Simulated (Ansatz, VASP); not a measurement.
CaSe: VASP beside Ansatz

File INCAR:

```
ALGO = Normal
EDIFF = 1E-6
ENCUT = 520
GGA = PE
ISIF = 2
ISMEAR = 0
LASPH = True
LCHARG = False
LREAL = False
LWAVE = False
NBANDS = 42
NELM = 100
PREC = Accurate
SIGMA = 0.05
```

KPOINTS

```
k-points
0
Gamma
  6 6 6
```

POSCAR

```
CaSe
1.0
    0.0000000000      5.9581477668      5.9581477668
    5.9581477668      0.0000000000      5.9581477668
    2.9790738834      2.9790738834      0.0000000000
Ca Se
4 4
Direct
    0.2500000000      0.2500000000      0.5000000000
    0.2500000000      0.7500000000      0.5000000000
    0.7500000000      0.2500000000      0.5000000000
    0.7500000000      0.7500000000      0.5000000000
    0.0000000000      0.0000000000      0.0000000000
    0.0000000000      0.5000000000      0.0000000000
    0.5000000000      0.0000000000      0.0000000000
    0.5000000000      0.5000000000      0.0000000000
```

Input for Ansatz:

```yaml
crystal:
  lattice:
    - [0.0, 5.9581477668, 5.9581477668]
    - [5.9581477668, 0.0, 5.9581477668]
    - [2.9790738834, 2.9790738834, 0.0]
  atoms:
    - { symbol: Ca, position: [0.25, 0.25, 0.5] }
    - { symbol: Se, position: [0.0, 0.0, 0.0] }
    - { symbol: Ca, position: [0.25, 0.75, 0.5] }
    - { symbol: Se, position: [0.0, 0.5, 0.0] }
    - { symbol: Ca, position: [0.75, 0.25, 0.5] }
    - { symbol: Se, position: [0.5, 0.0, 0.0] }
    - { symbol: Ca, position: [0.75, 0.75, 0.5] }
    - { symbol: Se, position: [0.5, 0.5, 0.0] }
basis:
  ecutwfc: 420
  ecutrho_ratio: 4
kpoints:
  mp_grid: { grid: [6, 6, 6] }
hamiltonian:
  xc: pbe
scf:
  occupations: { method: gaussian, width: 0.05 }
output:
  forces: true
  stress: true
  eigenvalues: true
```

Alike in both runs: task single point; functional PBE; k mesh 6 × 6 × 6; occupations gaussian, width 0.05 eV; no spin polarisation.

```csv
,VASP,Ansatz
version,VASP 6.6.1,Ansatz 0.2.0
potentials or method,"VASP PAW PBE potentials, release 64 (Ca_sv, Se), cutoff 520 eV","scalar-relativistic, plane waves, PAW"
valence electrons in the cell,64,104
```

|  | VASP | Ansatz | Ansatz less VASP |
| --- | --- | --- | --- |
| gap on the k mesh at the Fermi level (eV) | 2.07 | 2.08 | +0.009 |
| least direct gap on the mesh (eV) | 2.07 | 2.08 | +0.009 |
| pressure (GPa) | 0.2 | 0.0 | -0.16 |

VASP's potentials hold 64 valence electrons a cell and Ansatz's 104, so a difference there can come from the potentials and not from the codes.
